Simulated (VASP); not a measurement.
A run of VASP 6.6.1:

INCAR

```
PREC = Accurate
ENCUT = 520
EDIFF = 1E-7
ISMEAR = 0
SIGMA = 0.1
LREAL = F
LASPH = T
NELM = 150
ALGO = Fast
ISIF = 2
LWAVE = F
LCHARG = T
ISPIN = 2
MAGMOM = 2 2 0 0 0 0
LORBIT = 11
LMAXMIX = 4
GGA = PE
LELF = T
LVHAR = T
NBANDS = 37
```

KPOINTS

```
regular mesh
0
Gamma
  4 4 6
```

POSCAR

```
CrO2
1.0
    4.4210000000      0.0000000000      0.0000000000
    0.0000000000      4.4210000000      0.0000000000
    0.0000000000      0.0000000000      2.9170000000
Cr O
2 4
Direct
    0.0000000000      0.0000000000      0.0000000000
    0.5000000000      0.5000000000      0.5000000000
    0.3010000000      0.3010000000      0.0000000000
    0.1990000000      0.8010000000      0.5000000000
    0.6990000000      0.6990000000      0.0000000000
    0.8010000000      0.1990000000      0.5000000000
```

Potentials or basis: VASP PAW PBE potentials, release 64 (Cr_pv, O).

Run with:

```bash
$ cat potpaw_PBE.64/Cr_pv/POTCAR potpaw_PBE.64/O/POTCAR > POTCAR
$ mpirun -np 1 vasp_std > vasp.out
```

Hardware: 1 thread of Oxide Virtual Turin-like Processor, with other jobs on the host.

Question: Estimate the wall time of this run.

Answer: Wall time 3.2 min on 1 thread of Oxide Virtual Turin-like Processor (shared host), peak memory 0.2 GiB. Counts: scf iterations 21, k points 24.
